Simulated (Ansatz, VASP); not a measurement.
One calculation of Zn12H, two programs

```
CELL_PARAMETERS angstrom
5.32000 0.00000 0.00000
-3.99000 6.91088 0.00000
0.00000 0.00000 4.93696
ATOMIC_POSITIONS crystal
Zn 0.00011 0.99094 0.03500
Zn 0.17797 0.20698 0.50487
Zn 0.00782 0.33033 0.02904
Zn 0.18312 0.53824 0.52525
Zn 0.04021 0.68091 0.94924
Zn 0.18938 0.88149 0.48943
Zn 0.51937 0.00236 0.01180
Zn 0.68398 0.20831 0.50639
Zn 0.48252 0.30186 0.96662
Zn 0.68096 0.54181 0.51642
Zn 0.49158 0.67098 0.05478
Zn 0.68450 0.87693 0.53779
H 0.68787 0.53987 0.11238
```

Alike in both runs: functional LDA; k mesh 4 × 3 × 3; occupations gaussian, width 0.05 eV; no spin polarisation.

Ansatz relaxed the structure, and its values are those at the end. VASP's run is a single point on that final structure, the one shown.

|  | VASP | Ansatz |
| --- | --- | --- |
| version | VASP 6.6.1 | Ansatz 0.2.0 |
| potentials or method | VASP PAW LDA potentials, release 64 (Zn, H), cutoff 520 eV | scalar-relativistic, plane waves, PAW |
| valence electrons in the cell | 145 | 145 |

|  | VASP | Ansatz | Ansatz less VASP |
| --- | --- | --- | --- |
| rms of the force components (eV/Å) | 0.004 | 0.002 | -0.0018 |

LDA's correlation is that of Perdew and Zunger in VASP and of Perdew and Wang (1992) in Ansatz.

The k mesh is coarse, so the values compare programs but aren't converged.
